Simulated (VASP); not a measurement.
# Tl (P6_3/mmc) in VASP: a series of runs, part 3 of 4

VASP 6.6.1. Earlier steps stand in the parts before.

**4. Single point, PBEsol (28.00 Å³/atom)**

This run uses another cell than the first one, of 28.00 Å³/atom.

Input file INCAR:

```
SYSTEM = Tl
ALGO = Normal ; EDIFF = 1E-6
ENCUT = 520 ; GGA = PS
ISIF = 2 ; ISMEAR = -1
LASPH = .True. ; LCHARG = .False.
LREAL = .False. ; LWAVE = .False.
NBANDS = 20 ; NELM = 100
PREC = Accurate ; SIGMA = 0.05
```

Input file KPOINTS:

```
k-points
0
Gamma
  9 9 5
  0 0 0
```

Input file POSCAR:

```
Tl
1.0
    3.4328046702      0.0000000000      0.0000000000
   -1.7164023351      2.9728960507      0.0000000000
    0.0000000000      0.0000000000      5.4879183458
Tl
2
Direct
    0.6666666667      0.3333333333      0.7500000000
    0.3333333333      0.6666666667      0.2500000000
```

Potentials or basis: VASP PAW PBE potentials, release 64 (Tl_d).

On the command line:

```
cat potpaw_PBE.64/Tl_d/POTCAR > POTCAR
mpirun -np 1 vasp_std > vasp.out
```

OUTCAR:

```text
SYSTEM = Tl
   EDIFF = 1E-6
   ENCUT = 520
   GGA = PS
   ISIF = 2
   ISMEAR = -1
   LASPH = .True.
   LREAL = .False.
   NELM = 100
   PREC = Accurate

 ion  position               nearest neighbor table
   1  0.667  0.333  0.750-   2 3.38   2 3.38   2 3.38   2 3.38   2 3.38   2 3.38
   2  0.333  0.667  0.250-   1 3.38   1 3.38   1 3.38   1 3.38   1 3.38   1 3.38

  LATTYP: Found a hexagonal cell.
 ALAT       =     3.4328046702
 C/A-ratio  =     1.5986689815

  Lattice vectors:

 A1 = (   3.4328046702,   0.0000000000,   0.0000000000)
 A2 = (  -1.7164023351,   2.9728960507,   0.0000000000)
 A3 = (   0.0000000000,   0.0000000000,   5.4879183458)

Analysis of symmetry for initial positions (statically):
=====================================================================
 Subroutine PRICEL returns:
 Original cell was already a primitive cell.

 Routine SETGRP: Setting up the symmetry group for a
 hexagonal supercell.

 Subroutine GETGRP returns: Found 24 space group operations
 (whereof 12 operations were pure point group operations)
 out of a pool of 24 trial point group operations.

The static configuration has the point symmetry D_3d.
 The point group associated with its full space group is D_6h.

Analysis of symmetry for dynamics (positions and initial velocities):
=====================================================================
 Subroutine PRICEL returns:
 Original cell was already a primitive cell.

 Routine SETGRP: Setting up the symmetry group for a
 hexagonal supercell.

 Subroutine GETGRP returns: Found 24 space group operations
 (whereof 12 operations were pure point group operations)
 out of a pool of 24 trial point group operations.

The dynamic configuration has the point symmetry D_3d.
 The point group associated with its full space group is D_6h.

 Subroutine INISYM returns: Found 24 space group operations
 (whereof 12 operations are pure point group operations),
 and found     1 'primitive' translations

----------------------------------------------------------------------------------------

                                     Primitive cell

  volume of cell :      56.0062

  direct lattice vectors                    reciprocal lattice vectors
     3.432804670  0.000000000  0.000000000     0.291306991  0.168186170  0.000000000
    -1.716402335  2.972896051  0.000000000     0.000000000  0.336372340  0.000000000
     0.000000000  0.000000000  5.487918346     0.000000000  0.000000000  0.182218455

  length of vectors
     3.432804670  3.432804670  5.487918346     0.336372340  0.336372340  0.182218455

  position of ions in fractional coordinates (direct lattice)
     0.666666667  0.333333333  0.750000000
     0.333333333  0.666666667  0.250000000

  ion indices of the primitive-cell ions
   primitive index   ion index
                 1           1
                 2           2

----------------------------------------------------------------------------------------

 KPOINTS: k-points

Automatic generation of k-mesh.
 Grid dimensions read from file:
 generate k-points for:    9    9    5

 Generating k-lattice:

  Cartesian coordinates                     Fractional coordinates (reciprocal lattice)
     0.032367443  0.018687352  0.000000000     0.111111111  0.000000000  0.000000000
     0.000000000  0.037374704  0.000000000     0.000000000  0.111111111  0.000000000
     0.000000000  0.000000000  0.036443691     0.000000000  0.000000000  0.200000000

  Length of vectors
     0.037374704  0.037374704  0.036443691

  Shift w.r.t. Gamma in fractional coordinates (k-lattice)
     0.000000000  0.000000000  0.000000000

 Subroutine IBZKPT returns following result:
 ===========================================

 Found     36 irreducible k-points:

 Following reciprocal coordinates:
            Coordinates               Weight
  0.000000  0.000000  0.000000      1.000000
  0.111111 -0.000000  0.000000      6.000000
  0.222222 -0.000000  0.000000      6.000000
  0.333333 -0.000000  0.000000      6.000000
  0.444444 -0.000000  0.000000      6.000000
  0.111111  0.111111  0.000000      6.000000
[... 16 lines left out ...]
  0.333333  0.222222  0.200000     24.000000
  0.333333  0.333333  0.200000      4.000000
 [... further k-points ...]
   k-points           NKPTS =     36   k-points in BZ     NKDIM =     36   number of bands    NBANDS=     20
   number of dos      NEDOS =    301   number of ions     NIONS =      2
   total plane-waves  NPLWV =  32928
   dimension x,y,z NGX =    28 NGY =   28 NGZ =   42
   dimension x,y,z NGXF=    56 NGYF=   56 NGZF=   84
   ions per type =               2
   NGX,Y,Z   is equivalent  to a cutoff of  13.56, 13.56, 12.72 a.u.
   NGXF,Y,Z  is equivalent  to a cutoff of  27.12, 27.12, 25.45 a.u.
 SYSTEM =  Tl
   PREC   = accura    normal or accurate (medium, high low for compatibility)
   ISTART =      0    job   : 0-new  1-cont  2-samecut
   ICHARG =      2    charge: 1-file 2-atom 10-const
   ISPIN  =      1    spin polarized calculation?
   LNONCOLLINEAR =      F non collinear calculations
   LSORBIT =      F    spin-orbit coupling
   LASPH  =      T    aspherical Exc in radial PAW
   ENCUT  =  520.0 eV  38.22 Ry    6.18 a.u.   6.38  6.38 10.20*2*pi/ulx,y,z
   NELM   =    100;   NELMIN=  2; NELMDL= -5     # of ELM steps
   EDIFF  = 0.1E-05   stopping-criterion for ELM
   LREAL  =      F    real-space projection
   EDIFFG = 0.1E-04   stopping-criterion for IOM
   NSW    =      0    number of steps for IOM
   IBRION =     -1    ionic relax: 0-MD 1-quasi-New 2-CG
   NFREE  =      0    steps in history (QN), initial steepest desc. (CG)
   ISIF   =      2    stress and relaxation
   ISYM   =      2    0-nonsym 1-usesym 2-fastsym
   POTIM  = 0.5000    time-step for ionic-motion
   TEBEG  =    0.0;   TEEND  =   0.0 temperature during run
   PSTRESS=    0.0 pullay stress
   NELECT =      26.0000    total number of electrons
   NUPDOWN=      -1.0000    fix difference up-down
   EMIN   =  10.00;   EMAX   =-10.00  energy-range for DOS
   EFERMI =   0.00;   METHOD = LEGACY
   ISMEAR =    -1;   SIGMA  =   0.05  broadening in eV -4-tet -1-fermi 0-gaus
   EFERMI_NEDOS =   21; number of points for ismear=-14 and -15
   IALGO  =     38    algorithm
   IMIX   =      4    mixing-type and parameters
     AMIX     =   0.40;   BMIX     =  1.00
     AMIX_MAG =   1.60;   BMIX_MAG =  1.00
  volume/ion in A,a.u.               =      28.00       188.97
  Fermi-wavevector in a.u.,A,eV,Ry     =   1.267614  2.395444 21.862467  1.606846
  Thomas-Fermi vector in A             =   2.400753
   LORBIT       =      0    0 simple, 1 ext, 2 COOP (PROOUT), +10 PAW based schemes
   GGA     = PS    functional components
   LHFCALC =     F    Hartree Fock is set to
   AEXX    =    0.0000 exact exchange contribution
   IVDW    =     0    specifies the selected vdW correction
   LEPSILON=     F    determine dielectric tensor
   LRPA    =     F    only Hartree local field effects (RPA)
 non-spin polarized calculation
  energy-cutoff  :      520.00
  volume of cell :       56.01
 maximum number of plane-waves:      1525
 NGX is ok and might be reduce to    28
   NGX = 13   NGY = 13   NGZ = 21

 number of electron      26.0000001 magnetization

 Free energy of the ion-electron system (eV)
  ---------------------------------------------------
  ext. energy  EPLUGINS =         0.00000000
  ---------------------------------------------------
  free energy    TOTEN  =        -5.23944002 eV

  energy without entropy =       -5.22478631  energy(sigma->0) =       -5.23211317

 E-fermi :   6.5745     XC(G=0): -10.4710

 val. band max:        6.5675567690   @ k =   0.2222   0.2222   0.4000
 cond. band min:       6.6116593977   @ k =   0.2222   0.1111   0.2000
 fundamental gap:      0.0441026287
 Fermi energy:         6.5745488018

 k-point     1 :       0.0000    0.0000    0.0000
  band No.  band energies     occupation
      1      -5.1863      2.00000
      2      -4.9298      2.00000
      3      -4.9108      2.00000
      4      -4.9108      2.00000
      5      -4.8533      2.00000
      6      -4.8533      2.00000
[... 12 lines left out ...]
     19      17.5305      0.00000
     20      17.6948      0.00000

 k-point     2 :       0.1111   -0.0000    0.0000
  band No.  band energies     occupation
      1      -5.1459      2.00000
      2      -4.9738      2.00000
      3      -4.8667      2.00000
      4      -4.8557      2.00000
      5      -4.8438      2.00000
      6      -4.8179      2.00000
[... 498 lines left out ...]
 k-point    24 :       0.3333    0.3333    0.2000
  band No.  band energies     occupation
      1      -5.1371      2.00000
      2      -5.0162      2.00000
      3      -5.0162      2.00000
      4      -4.7833      2.00000
      5      -4.7827      2.00000
      6      -4.7827      2.00000
[... 12 lines left out ...]
     19      14.2120      0.00000
     20      21.7429      0.00000

 [... further k-points ...]
[... 5 lines left out ...]
  --------------------------------------------------------------------------------------
  -------------------------------------------------------------------------------------
  Total        0.1609871      0.1609871      0.6641849      0.0000000     -0.0000000      0.0000000
  in kB        4.6053781      4.6053781     19.0004154      0.0000000     -0.0000000      0.0000000
  external PRESSURE =       9.4037239 kB  Pullay stress =       0.0000000 kB

 VOLUME and BASIS-vectors are now :
 -----------------------------------------------------------------------------
  energy-cutoff  :      520.00
  volume of cell :       56.01
      direct lattice vectors                 reciprocal lattice vectors
     3.432804670  0.000000000  0.000000000     0.291306991  0.168186170  0.000000000
    -1.716402335  2.972896051  0.000000000     0.000000000  0.336372340  0.000000000
     0.000000000  0.000000000  5.487918346     0.000000000  0.000000000  0.182218455

 POSITION                                       TOTAL-FORCE (eV/Angst)
 -----------------------------------------------------------------------------------
      1.71640      0.99097      4.11594         0.000000      0.000000      0.000000
     -0.00000      1.98193      1.37198        -0.000000      0.000000      0.000000
 -----------------------------------------------------------------------------------
    total drift:                               -0.000000      0.000000     -0.000000

  FREE ENERGIE OF THE ION-ELECTRON SYSTEM (eV)
  ---------------------------------------------------
  free  energy   TOTEN  =        -5.2394400181 eV

  energy  without entropy=       -5.2247863132  energy(sigma->0) =       -5.23211317
```

OSZICAR:

```text
N       E                     dE             d eps       ncg     rms          rms(c)
DAV:   1     0.132511221344E+03    0.13251E+03   -0.14194E+04  1440   0.123E+03
DAV:   2    -0.271763093148E+01   -0.13523E+03   -0.13253E+03  1548   0.278E+02
DAV:   3    -0.530186950964E+01   -0.25842E+01   -0.25746E+01  1676   0.341E+01
DAV:   4    -0.531752613406E+01   -0.15657E-01   -0.15656E-01  1548   0.290E+00
DAV:   5    -0.531773499468E+01   -0.20886E-03   -0.20886E-03  1600   0.332E-01    0.325E+00
DAV:   6    -0.525183097153E+01    0.65904E-01   -0.11182E-01  1528   0.263E+00    0.227E+00
DAV:   7    -0.524036601254E+01    0.11465E-01   -0.42941E-02  1548   0.161E+00    0.854E-01
DAV:   8    -0.523943616943E+01    0.92984E-03   -0.29869E-03  1532   0.418E-01    0.493E-02
DAV:   9    -0.523943803525E+01   -0.18658E-05   -0.17735E-05  1616   0.362E-02    0.138E-02
DAV:  10    -0.523943992543E+01   -0.18902E-05   -0.22461E-06  1288   0.132E-02    0.134E-03
DAV:  11    -0.523944001808E+01   -0.92647E-07   -0.36441E-07   792   0.478E-03
   1 F= -.52394400E+01 E0= -.52321132E+01  d E =-.146537E-01
```

stdout:

```text
POSCAR found type information on POSCAR Tl
 POSCAR found :  1 types and       2 ions
 scaLAPACK will be used
 -----------------------------------------------------------------------------
|                                                                             |
|                                                                             |
|     You enforced a specific xc type in the INCAR file but a different       |
|     I HOPE YOU KNOW WHAT YOU ARE DOING!                                     |
|                                                                             |
 -----------------------------------------------------------------------------

 LDA part: xc-table for (Slater+PW92), standard interpolation
 POSCAR, INCAR and KPOINTS ok, starting setup
 FFT: planning ... GRIDC
 FFT: planning ... GRID_SOFT
 FFT: planning ... GRID
 WAVECAR not read
 entering main loop
```

It took 25 s on 1 thread of Intel Xeon Platinum 8259CL at 2.50GHz (Skylake/Cascade Lake), shared host; peak memory 0.18 GiB.

What came out:

* Free energy: -5.2394 eV
* Pressure: 0.9 GPa
* Band gap on the k mesh: zero (bands 13 and 14 overlap by 3.78 eV)

Levels at points of the mesh, in eV from the Fermi level:
```
           k point  band 9  band 10  band 11  band 12  band 13  band 14  band 15  band 16  band 17  band 18
(0.00, 0.00, 0.00)  -11.00   -11.00   -10.18    -5.07    -2.92     8.14     8.14    10.27    10.27    10.34
```

Caveat: the PAW data sets were made with another functional, which shifts forces and pressure a little; spin-orbit coupling is left out, which moves the levels of the heavy elements.

[end of part 3 of 4]

The gap in the log of VASP goes by the Fermi energy; the results here count the filled bands.